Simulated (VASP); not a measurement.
A run of VASP 6.6.1 is set up as follows.

File INCAR:

```
SYSTEM = Au
ALGO = Normal
EDIFF = 1E-7
EDIFFG = -0.008
ENCUT = 600
GGA = PS
IBRION = 2
ISIF = 3
ISMEAR = 0
LASPH = .True.
LCHARG = .False.
LREAL = .False.
LWAVE = .False.
NELM = 100
NSW = 70
PREC = Accurate
PSTRESS = 300.0
SIGMA = 0.1
```

The input KPOINTS:

```
k-points
0
Gamma
  18 18 18
  0 0 0
```

File POSCAR:

```
Au
1.0
    0.0000000000      1.9577673131      1.9577673131
    1.9577673131      0.0000000000      1.9577673131
    1.9577673131      1.9577673131      0.0000000000
Au
1
Direct
    0.0000000000      0.0000000000      0.0000000000
```

Potentials or basis: VASP PAW PBE potentials, release 64 (Au).

Run with:

```sh
$ cat potpaw_PBE.64/Au/POTCAR > POTCAR
$ mpirun -np 1 vasp_std > vasp.out
```

Task: Estimate the relaxed cell.

Result: a = 2.772 Å, b = 2.772 Å, c = 2.772 Å, α = 60.00°, β = 60.00°, γ = 60.00°.

Task: What does it give for the space group after relaxing (to 0.05 Å)?

Result: Fm-3m (No. 225).

Task: Predict the relaxed volume.

Result: 15.07 Å³/atom.

Final structure:
```
Au
1.0
     0.00000    1.96033    1.96033
     1.96033    0.00000    1.96033
     1.96033    1.96033    0.00000
Au
1
Direct
  0.00000 0.00000 0.00000
```

Caveat: the cell is relaxed towards a set pressure, so the enthalpy falls and the energy may rise; the PAW data sets were made with another functional, which shifts forces and pressure a little.
